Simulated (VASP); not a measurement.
# Cd in VASP: a series of runs

The runs below take Cd through single point, with PBE.

Program: VASP 6.6.1. These are calculated values, not measurements. Logs are shortened: lines on timing, memory, paths and dates and some standing lists are left out, and cuts for length are marked.

## 1. The cell of the first run

The typed cell holds 1 atom: a = 3.185 Å, b = 3.201 Å, c = 3.161 Å, α = 109.67°, β = 109.43°, γ = 110.04°.

## 2. Single point, PBE (the cell strained at random)

Input file INCAR:

```
PREC     = Accurate       # precision mode
ENCUT    = 520            # plane-wave cutoff, eV
EDIFF    = 1E-7           # SCF threshold, eV
ISMEAR   = 0              # smearing method
SIGMA    = 0.1            # smearing width, eV
LREAL    = F              # projectors in reciprocal space
LASPH    = T              # aspherical terms in the spheres
NELM     = 100            # most SCF steps
ALGO     = Normal         # electronic algorithm
ISIF     = 2              # what is computed and relaxed
LWAVE    = F              # write WAVECAR
LCHARG   = F              # write CHGCAR
GGA      = PE             # functional
NBANDS   = 12             # bands
```

Input file KPOINTS:

```
regular mesh
0
Gamma
  14 14 14
```

Input file POSCAR:

```
Cd
1.0
   -1.8499315199      1.8435079607      1.8238268891
    1.8495389691     -1.8576041045      1.8375304820
    1.8142450799      1.8219176645     -1.8379230329
Cd
1
Direct
    0.0000000000      0.0000000000      0.0000000000
```

Potentials or basis: VASP PAW PBE potentials, release 64 (Cd).

Started as:

```bash
cat potpaw_PBE.64/Cd/POTCAR > POTCAR
mpirun -np 1 vasp_std > vasp.out
```

OUTCAR:

```text
PREC = Accurate
   ENCUT = 520
   EDIFF = 1E-7
   ISMEAR = 0
   LREAL = F
   LASPH = T
   NELM = 100
   ISIF = 2
   GGA = PE

 ion  position               nearest neighbor table
   1  0.000  0.000  0.000-

  LATTYP: Found a triclinic cell.
 ALAT       =     8.2572003514
 B/A-ratio  =     0.6337523564
 C/A-ratio  =     0.3807288643
 COS(alpha) =     0.0026947037
 COS(beta)  =     0.2552010566
 COS(gamma) =     0.9504870168

  Lattice vectors:

 A1 = (  -7.3632545380,   3.7367985052,  -0.0133110420)
 A2 = (  -3.6994704890,   3.7011120652,  -0.0137035929)
 A3 = (  -1.8138525291,  -1.8078215207,  -1.8234343382)

Analysis of symmetry for initial positions (statically):
=====================================================================
 Subroutine PRICEL returns:
 Original cell was already a primitive cell.

 Routine SETGRP: Setting up the symmetry group for a
 triclinic supercell.

 Subroutine GETGRP returns: Found  2 space group operations
 (whereof  2 operations were pure point group operations)
 out of a pool of  2 trial point group operations.

The static configuration has the point symmetry S_2 .

Analysis of symmetry for dynamics (positions and initial velocities):
=====================================================================
 Subroutine PRICEL returns:
 Original cell was already a primitive cell.

 Routine SETGRP: Setting up the symmetry group for a
 triclinic supercell.

 Subroutine GETGRP returns: Found  2 space group operations
 (whereof  2 operations were pure point group operations)
 out of a pool of  2 trial point group operations.

The dynamic configuration has the point symmetry S_2 .

 Subroutine INISYM returns: Found  2 space group operations
 (whereof  2 operations are pure point group operations),
 and found     1 'primitive' translations

----------------------------------------------------------------------------------------

                                     Primitive cell

  volume of cell :      24.5821

  direct lattice vectors                    reciprocal lattice vectors
    -1.849931520  1.843507961  1.823826889     0.002697254  0.273900279  0.274177551
     1.849538969 -1.857604105  1.837530482     0.273007241  0.003708505  0.273166300
     1.814245080  1.821917664 -1.837923033     0.275625498  0.275507285  0.001090248
[... 86 lines left out ...]
   IBRION =     -1    ionic relax: 0-MD 1-quasi-New 2-CG
   NFREE  =      0    steps in history (QN), initial steepest desc. (CG)
   ISIF   =      2    stress and relaxation
   ISYM   =      2    0-nonsym 1-usesym 2-fastsym
   POTIM  = 0.5000    time-step for ionic-motion
   TEBEG  =    0.0;   TEEND  =   0.0 temperature during run
   PSTRESS=    0.0 pullay stress
   NELECT =      12.0000    total number of electrons
   NUPDOWN=      -1.0000    fix difference up-down
   EMIN   =  10.00;   EMAX   =-10.00  energy-range for DOS
   EFERMI =   0.00;   METHOD = LEGACY
   ISMEAR =     0;   SIGMA  =   0.10  broadening in eV -4-tet -1-fermi 0-gaus
   EFERMI_NEDOS =   21; number of points for ismear=-14 and -15
   IALGO  =     38    algorithm
   IMIX   =      4    mixing-type and parameters
     AMIX     =   0.40;   BMIX     =  1.00
     AMIX_MAG =   1.60;   BMIX_MAG =  1.00
  volume/ion in A,a.u.               =      24.58       165.89
  Fermi-wavevector in a.u.,A,eV,Ry     =   1.289028  2.435910 22.607345  1.661593
  Thomas-Fermi vector in A             =   2.420946
   LORBIT       =      0    0 simple, 1 ext, 2 COOP (PROOUT), +10 PAW based schemes
   GGA     = PE    functional components
   LHFCALC =     F    Hartree Fock is set to
   AEXX    =    0.0000 exact exchange contribution
   IVDW    =     0    specifies the selected vdW correction
   LEPSILON=     F    determine dielectric tensor
   LRPA    =     F    only Hartree local field effects (RPA)
 non-spin polarized calculation
 Gauss-broadening in eV      SIGMA  =   0.10
  energy-cutoff  :      520.00
  volume of cell :       24.58
 maximum number of plane-waves:       682
   NGX = 11   NGY = 11   NGZ = 11

 number of electron      11.9999995 magnetization

 Free energy of the ion-electron system (eV)
  ---------------------------------------------------
  ext. energy  EPLUGINS =         0.00000000
  ---------------------------------------------------
  free energy    TOTEN  =        -0.68479854 eV

  energy without entropy =       -0.68231472  energy(sigma->0) =       -0.68355663

 E-fermi :   2.0365     XC(G=0): -10.3698

 val. band max:        2.0360074359   @ k =  -0.0000   0.3571   0.2857
 cond. band min:       2.0370401685   @ k =  -0.3571   0.4286   0.3571
 fundamental gap:      0.0010327326
 Fermi energy:         2.0364752243

 k-point     1 :       0.0000    0.0000    0.0000
  band No.  band energies     occupation
      1      -6.9140      2.00000
      2      -6.8801      2.00000
      3      -6.8432      2.00000
      4      -6.3678      2.00000
      5      -6.3672      2.00000
      6      -5.9090      2.00000
      7      16.4809      0.00000
      8      16.7681      0.00000
      9      16.9681      0.00000
     10      17.0262      0.00000
     11      17.1821      0.00000
     12      17.4143      0.00000
[... 331 lines left out ...]
 k-point    24 :       0.0714    0.1429    0.0000
  band No.  band energies     occupation
      1      -6.9519      2.00000
      2      -6.8699      2.00000
      3      -6.6536      2.00000
      4      -6.4375      2.00000
      5      -6.3731      2.00000
      6      -4.9650      2.00000
      7      11.1448      0.00000
      8      12.8268      0.00000
      9      14.2917      0.00000
     10      16.3595      0.00000
     11      17.0881      0.00000
     12      17.5916      0.00000

 [... further k-points ...]

------------------------ aborting loop because EDIFF is reached ----------------------------------------

  FORCE on cell =-STRESS in cart. coord.  units (eV):
  Direction    XX          YY          ZZ          XY          YZ          ZX
  --------------------------------------------------------------------------------------
  -------------------------------------------------------------------------------------
  Total       -0.2000536     -0.2028892     -0.1862146     -0.0036667     -0.0151206     -0.0018755
  in kB      -13.0388188    -13.2236305    -12.1368352     -0.2389799     -0.9855099     -0.1222407
  external PRESSURE =     -12.7997615 kB  Pullay stress =       0.0000000 kB

 VOLUME and BASIS-vectors are now :
 -----------------------------------------------------------------------------
  energy-cutoff  :      520.00
  volume of cell :       24.58
      direct lattice vectors                 reciprocal lattice vectors
    -1.849931520  1.843507961  1.823826889     0.002697254  0.273900279  0.274177551
     1.849538969 -1.857604105  1.837530482     0.273007241  0.003708505  0.273166300
     1.814245080  1.821917664 -1.837923033     0.275625498  0.275507285  0.001090248

 POSITION                                       TOTAL-FORCE (eV/Angst)
 -----------------------------------------------------------------------------------
      0.00000      0.00000      0.00000         0.000000      0.000000     -0.000000
 -----------------------------------------------------------------------------------
    total drift:                                0.000000      0.000000      0.000000

  FREE ENERGIE OF THE ION-ELECTRON SYSTEM (eV)
  ---------------------------------------------------
  free  energy   TOTEN  =        -0.6847985391 eV

  energy  without entropy=       -0.6823147179  energy(sigma->0) =       -0.68355663
```

It took 98 s on 1 thread of Intel Xeon Platinum 8375C at 2.90GHz (Ice Lake), shared host; peak memory 0.46 GiB.

What came out:

```
Free energy            : -0.6848 eV
Pressure               : -1.3 GPa
Band gap on the k mesh : zero (band 6 reaches 5.35 eV, above the bottom of band 7 at 0.82 eV)
```

Levels at points of the mesh, in eV from the Fermi level:
| k point | band 4 | band 5 | band 6 | band 7 | band 8 | band 9 |
| --- | --- | --- | --- | --- | --- | --- |
| (0.00, 0.00, 0.00) | -8.40 | -8.40 | -7.95 | 14.44 | 14.73 | 14.93 |
| (0.50, 0.00, 0.00) | -8.39 | -8.06 | -1.62 | -0.97 | 8.62 | 9.64 |
| (0.00, 0.50, 0.00) | -8.39 | -8.06 | -1.64 | -1.04 | 8.70 | 9.63 |
| (0.50, 0.50, 0.00) | -8.37 | -8.08 | -1.72 | -1.22 | 8.88 | 9.73 |
| (0.00, 0.00, 0.50) | -8.41 | -8.04 | -1.57 | -0.87 | 8.59 | 9.56 |
| (0.50, 0.00, 0.50) | -8.39 | -8.06 | -1.64 | -1.04 | 8.63 | 9.72 |
| (0.00, 0.50, 0.50) | -8.38 | -8.07 | -1.67 | -1.11 | 8.74 | 9.71 |
| (0.50, 0.50, 0.50) | -8.15 | -8.12 | 3.32 | 3.40 | 3.45 | 4.82 |

Caveat: the cell differs from its parent crystal (the cell strained at random).

## 3. Single point, PBE (volume scaled by 0.88)

Input file INCAR:

```
SYSTEM = Cd
PREC = Accurate
ENCUT = 520
EDIFF = 1E-6
ISMEAR = 0
SIGMA = 0.1
LREAL = .False.
LASPH = .True.
NELM = 60
ALGO = Fast
ISIF = 2
LWAVE = .False.
LCHARG = .True.
GGA = PE
LELF = .True.
LVHAR = .True.
NBANDS = 12
```

Input file KPOINTS:

```
regular mesh
0
Gamma
  16 16 16
  0 0 0
```

Input file POSCAR:

```
Cd
1.0
   -1.7249030021      1.7249030021      1.7249030021
    1.7249030021     -1.7249030021      1.7249030021
    1.7249030021      1.7249030021     -1.7249030021
Cd
1
Direct
    0.0000000000      0.0000000000      0.0000000000
```

Potentials or basis: VASP PAW PBE potentials, release 64 (Cd).

Started as:

```bash
cat potpaw_PBE.64/Cd/POTCAR > POTCAR
mpirun -np 1 vasp_std > vasp.out
```

Run time: 11 s. Hardware: 1 thread of Intel Xeon 6975P-C (Granite Rapids), shared host; peak memory 0.16 GiB.

The run converged. Its results:

| Property | Result |
| --- | --- |
| Free energy | -0.6352 eV |
| Pressure | 7.7 GPa |
| Band gap on the k mesh | zero (band 6 reaches 6.88 eV, above the bottom of band 7 at 2.60 eV) |

Levels at points of the mesh, in eV from the Fermi level:
| k point | band 4 | band 5 | band 6 | band 7 | band 8 | band 9 |
| --- | --- | --- | --- | --- | --- | --- |
| (0.00, 0.00, 0.00) | -9.44 | -8.86 | -8.86 | 15.70 | 15.70 | 15.70 |
| (0.50, 0.00, 0.00) | -8.82 | -8.35 | -2.50 | -0.89 | 9.73 | 10.20 |
| (0.50, 0.50, 0.50) | -8.48 | -8.48 | 3.39 | 3.39 | 3.39 | 6.36 |

## 4. Single point, PBE (volume scaled by 0.91)

Input file INCAR:

```
SYSTEM = Cd
PREC = Accurate
ENCUT = 520
EDIFF = 1E-6
ISMEAR = 0
SIGMA = 0.1
LREAL = .False.
LASPH = .True.
NELM = 80
ALGO = Fast
ISIF = 2
LWAVE = .False.
LCHARG = .False.
GGA = PE
NBANDS = 12
```

KPOINTS is that of step 3.

Input file POSCAR:

```
Cd
1.0
   -1.7442855570      1.7442855570      1.7442855570
    1.7442855570     -1.7442855570      1.7442855570
    1.7442855570      1.7442855570     -1.7442855570
Cd
1
Direct
    0.0000000000      0.0000000000      0.0000000000
```

Started as:

```bash
cat potpaw_PBE.64/Cd/POTCAR > POTCAR
mpirun -np 1 vasp_std > vasp.out
```

Run time: 10 s. Hardware: 1 thread of Intel Xeon 6975P-C (Granite Rapids), shared host; peak memory 0.16 GiB.

Results (log left out):

```yaml
Free_energy: -0.6631 eV
Pressure: 5.3 GPa
Band_gap_on_the_k_mesh: zero (band 6 reaches 6.59 eV, above the bottom of band 7 at 2.27 eV)
```

Levels at points of the mesh, in eV from the Fermi level:
| k point | band 4 | band 5 | band 6 | band 7 | band 8 | band 9 |
| --- | --- | --- | --- | --- | --- | --- |
| (0.00, 0.00, 0.00) | -9.14 | -8.76 | -8.76 | 15.59 | 15.59 | 15.59 |
| (0.50, 0.00, 0.00) | -8.73 | -8.29 | -2.32 | -0.92 | 9.54 | 10.10 |
| (0.50, 0.50, 0.50) | -8.40 | -8.40 | 3.40 | 3.40 | 3.40 | 6.06 |

## 5. Single point, PBE (volume scaled by 0.94)

Input file INCAR:

```
SYSTEM = Cd
PREC = Accurate ; ENCUT = 520
EDIFF = 1E-7 ; ISMEAR = 0
SIGMA = 0.1 ; LREAL = .False.
LASPH = .True. ; NELM = 60
ALGO = Normal ; ISIF = 2
LWAVE = .False. ; LCHARG = .True.
GGA = PE ; LELF = .True.
LVHAR = .True. ; NBANDS = 12
```

Input file KPOINTS:

```
Automatic mesh
0
Gamma
  16 16 16
  0 0 0
```

Input file POSCAR:

```
Cd
1.0
   -1.7632466681      1.7632466681      1.7632466681
    1.7632466681     -1.7632466681      1.7632466681
    1.7632466681      1.7632466681     -1.7632466681
Cd
1
Direct
    0.0000000000      0.0000000000      0.0000000000
```

Started as:

```bash
cat potpaw_PBE.64/Cd/POTCAR > POTCAR
mpirun -np 1 vasp_std > vasp.out
```

It took 9.7 s on 1 thread of Intel Xeon 6975P-C (Granite Rapids), shared host; peak memory 0.16 GiB.

Results (log left out):

* Free energy: -0.6812 eV
* Pressure: 3.2 GPa
* Band gap on the k mesh: zero (band 6 reaches 6.32 eV, above the bottom of band 7 at 1.96 eV)

Levels at points of the mesh, in eV from the Fermi level:
| k point | band 4 | band 5 | band 6 | band 7 | band 8 | band 9 |
| --- | --- | --- | --- | --- | --- | --- |
| (0.00, 0.00, 0.00) | -8.87 | -8.68 | -8.68 | 15.46 | 15.46 | 15.46 |
| (0.50, 0.00, 0.00) | -8.65 | -8.24 | -2.17 | -0.96 | 9.35 | 10.00 |
| (0.50, 0.50, 0.50) | -8.35 | -8.35 | 3.39 | 3.39 | 3.39 | 5.77 |

## 6. The runs side by side

```tsv
cell	k mesh	gap on the mesh (eV)	pressure (GPa)
a = 3.185, b = 3.201, c = 3.161 Å, angles 109.7, 109.4, 110.0°, 1 atom	14 × 14 × 14	none	-1.3
a = 2.988 Å, angles 109.5°, 1 atom	16 × 16 × 16	none	7.7
a = 3.021 Å, angles 109.5°, 1 atom	16 × 16 × 16	none	5.3
a = 3.054 Å, angles 109.5°, 1 atom	16 × 16 × 16	none	3.2
```

Alike in all rows: task single point; level PBE; potentials or basis VASP PAW PBE potentials, release 64 (Cd); no spin polarisation; cutoff (eV) 520; smearing gaussian 0.1 eV.

Total energies depend on the potentials used, so only differences within one code and one set of settings carry meaning.
